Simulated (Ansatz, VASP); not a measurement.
## One calculation of Sb, two programs

```
CELL_PARAMETERS angstrom
2.18790 1.26319 3.84317
-2.18790 1.26319 3.84317
0.00000 -2.52637 3.84317
ATOMIC_POSITIONS crystal
Sb 0.23268 0.23268 0.23268
Sb 0.76732 0.76732 0.76732
```

Alike in both runs: task single point; functional PBE; k mesh 9 × 9 × 9; no spin polarisation.

|  | VASP | Ansatz |
| --- | --- | --- |
| version | VASP 6.6.1 | Ansatz 0.2.0 |
| potentials or method | VASP PAW PBE potentials, release 64 (Sb), cutoff 520 eV | plane waves (420 eV) with PAW, scalar-relativistic |
| occupations | methfessel-paxton of order 1, width 0.3 eV | cold, width 0.3 eV |
| valence electrons in the cell | 10 | 30 |

|  | VASP | Ansatz | Ansatz less VASP |
| --- | --- | --- | --- |
| pressure (GPa) | 0.1 | 0.0 | -0.10 |
| traceless stress, the component that is largest in VASP (GPa) | -0.05 | 0.03 | +0.080 |

VASP's potentials hold 10 valence electrons a cell and Ansatz's 30, so a difference there can come from the potentials and not from the codes.

Spin-orbit coupling is off throughout.
